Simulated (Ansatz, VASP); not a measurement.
## ScAl3 in VASP and in Ansatz

```
Sc Al
1.0
    -2.01166    2.01166    4.40911
     2.01166   -2.01166    4.40911
     2.01166    2.01166   -4.40911
Sc Al
1 3
Direct
  0.00000 0.00000 0.00000
  0.50000 0.50000 0.00000
  0.75000 0.25000 0.50000
  0.25000 0.75000 0.50000
```

Alike in both runs: functional PBE; k mesh 16 × 16 × 16; occupations gaussian, width 0.1 eV; no spin polarisation.

Ansatz relaxed the structure, and its values are those at the end. VASP's run is a single point on that final structure, the one shown.

|  | VASP | Ansatz |
| --- | --- | --- |
| version | VASP 6.6.1 | Ansatz 0.2.0 |
| potentials or method | VASP PAW PBE potentials, release 64 (Sc_sv, Al), cutoff 520 eV | scalar-relativistic, plane waves, PAW |
| valence electrons in the cell | 20 | 20 |

```csv
,VASP,Ansatz,Ansatz less VASP
gap on the k mesh at the Fermi level (eV),none,none,-
pressure (GPa),0.0,0.0,-0.02
```

A gap of «none» marks a metal or a gap that the smearing closes.
